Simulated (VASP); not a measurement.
Rh: single point with PBE

The system is Rh.

```
Rh
1.0
     2.61590    0.00000    0.00000
    -1.30795    2.26544    0.00000
     0.00000    0.00000    4.03430
Rh
2
Direct
  0.66667 0.33333 0.75000
  0.33333 0.66667 0.25000
```

This isn't the form of Rh at room conditions, which is fcc.

```
Program                : VASP 6.6.1
Task                   : single point
Functional             : PBE
Potentials or basis    : VASP PAW PBE potentials, release 64 (Rh_pv)
Cutoff                 : 520 eV
k mesh                 : 18 × 18 × 10
Occupations            : gaussian, width 0.15 eV
Spin                   : no spin polarisation
Dipole correction      : no
Further INCAR settings : ALGO = Normal; EDIFF = 1e-06; NBANDS = 22
```

* Pressure: 65.6 GPa
* Band gap on the k mesh: zero (bands 15 and 16 overlap by 2.86 eV)

Stress tensor (GPa, compression positive):
```
57.49  0.00  0.00
 0.00 57.49  0.00
 0.00  0.00 81.72
```

Levels at points of the mesh, in eV from the Fermi level:
| k point | band 11 | band 12 | band 13 | band 14 | band 15 | band 16 | band 17 | band 18 | band 19 | band 20 |
| --- | --- | --- | --- | --- | --- | --- | --- | --- | --- | --- |
| (0.00, 0.00, 0.00) | -3.44 | -3.08 | -3.08 | -2.82 | -2.82 | 0.11 | 0.11 | 1.16 | 10.84 | 15.47 |
| (0.50, 0.00, 0.00) | -3.09 | -2.83 | -2.54 | 0.23 | 0.73 | 0.99 | 3.38 | 5.77 | 11.51 | 12.55 |
| (0.00, 0.00, 0.50) | -4.12 | -4.12 | -3.67 | -3.67 | -0.53 | -0.53 | -0.53 | -0.53 | 15.02 | 15.02 |
| (0.50, 0.00, 0.50) | -2.34 | -2.34 | -0.49 | -0.49 | 0.55 | 0.55 | 2.88 | 2.88 | 10.70 | 10.70 |

It took 64 s on 1 thread of Intel(R) Xeon(R) Platinum 8488C (Sapphire Rapids), on a shared host, peak memory 0.2 GiB.

Caveat: the cell stands under pressure.
